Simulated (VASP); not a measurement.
Li, 1 atom in the cell. The typed cell holds 1 atom: a = 3.182 Å, b = 3.187 Å, c = 3.165 Å, α = 109.30°, β = 109.31°, γ = 110.08°.  This cell differs from its parent crystal: the cell strained at random.

```yaml
Program: VASP 6.6.1
Task: single point
Functional: PBE
Potentials_or_basis: VASP PAW PBE potentials, release 64 (Li_sv)
Cutoff: 520 eV
k_mesh: 14 × 14 × 14
Occupations: gaussian, width 0.1 eV
Spin: no spin polarisation
Dipole_correction: no
Further_INCAR_settings: ALGO = Fast; EDIFF = 1e-06; NBANDS = 8
```

Potentials or basis: VASP PAW PBE potentials, release 64 (Li_sv).

The run is started by

```sh
$ cat potpaw_PBE.64/Li_sv/POTCAR > POTCAR
$ mpirun -np 1 vasp_std > vasp.out
```

Hardware: 1 thread of Intel Xeon 8259CL, on a shared host.

Task: How long does it take, and how much memory?

Result: Wall time 2.6 min on 1 thread of Intel Xeon 8259CL (shared host), peak memory 0.31 GiB. Counts: scf iterations 11, k points 1376.
